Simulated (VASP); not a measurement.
Input of a VASP 6.6.1 run:

Contents of POSCAR:

```
Ni
1.0
    0.0000000000      1.7343330399      1.7343330399
    1.7343330399      0.0000000000      1.7343330399
    1.7343330399      1.7343330399      0.0000000000
Ni
1
Direct
    0.0000000000      0.0000000000      0.0000000000
```

INCAR.step1

```
SYSTEM = Ni
PREC     = Accurate       ! precision mode
ENCUT    = 520            ! plane-wave cutoff, eV
EDIFF    = 1E-5           ! SCF threshold, eV
ISMEAR   = -1             ! smearing method
SIGMA    = 0.05           ! smearing width, eV
LREAL    = .False.        ! projectors in reciprocal space
LASPH    = .True.         ! aspherical terms in the spheres
NELM     = 150            ! most SCF steps
ALGO     = Normal         ! electronic algorithm
ISIF     = 2              ! what is computed and relaxed
LWAVE    = .True.         ! write WAVECAR
LCHARG   = .False.        ! write CHGCAR
ISPIN    = 2              ! spin polarisation
MAGMOM   = 1              ! initial moments
LORBIT   = 11             ! projections on sites
LMAXMIX  = 4              ! l up to which the mixer works
NBANDS   = 15             ! bands
GGA      = PE             ! functional
```

File INCAR.step2:

```
SYSTEM = Ni
PREC     = Accurate       ! precision mode
ENCUT    = 520            ! plane-wave cutoff, eV
EDIFF    = 1E-6           ! SCF threshold, eV
ISMEAR   = -1             ! smearing method
SIGMA    = 0.05           ! smearing width, eV
LREAL    = .False.        ! projectors in reciprocal space
LASPH    = .True.         ! aspherical terms in the spheres
NELM     = 150            ! most SCF steps
ALGO     = Normal         ! electronic algorithm
ISIF     = 2              ! what is computed and relaxed
LWAVE    = .False.        ! write WAVECAR
LCHARG   = .False.        ! write CHGCAR
ISPIN    = 2              ! spin polarisation
MAGMOM   = 1              ! initial moments
LORBIT   = 11             ! projections on sites
LMAXMIX  = 4              ! l up to which the mixer works
GGA      = PS             ! functional
LHFCALC  = .True.         ! exact exchange
AEXX     = 0.25           ! exact-exchange fraction
HFSCREEN = 0.207          ! screening, 1/A
PRECFOCK = Normal       
NBANDS   = 15             ! bands
ISTART   = 1
```

KPOINTS

```
Automatic mesh
0
Gamma
  7 7 7
  0 0 0
```

Potentials or basis: VASP PAW PBE potentials, release 64 (Ni).

Command:

```sh
$ cat potpaw_PBE.64/Ni/POTCAR > POTCAR
$ cp INCAR.step1 INCAR
$ mpirun -np 1 vasp_std > vasp.out
$ cp INCAR.step2 INCAR
$ mpirun -np 1 vasp_std > vasp.out
```

(1) What does it give for the site moments?

(2) What does it give for the net moment?

(3) What does it give for the pressure?

## Answers

(1) Ni +0.99 μB.

(2) 0.98 μB per cell.

(3) 0.6 GPa.

Caveat: the k points lie up to 0.45 Å⁻¹ apart; the PAW data sets were made with another functional, which shifts forces and pressure a little.
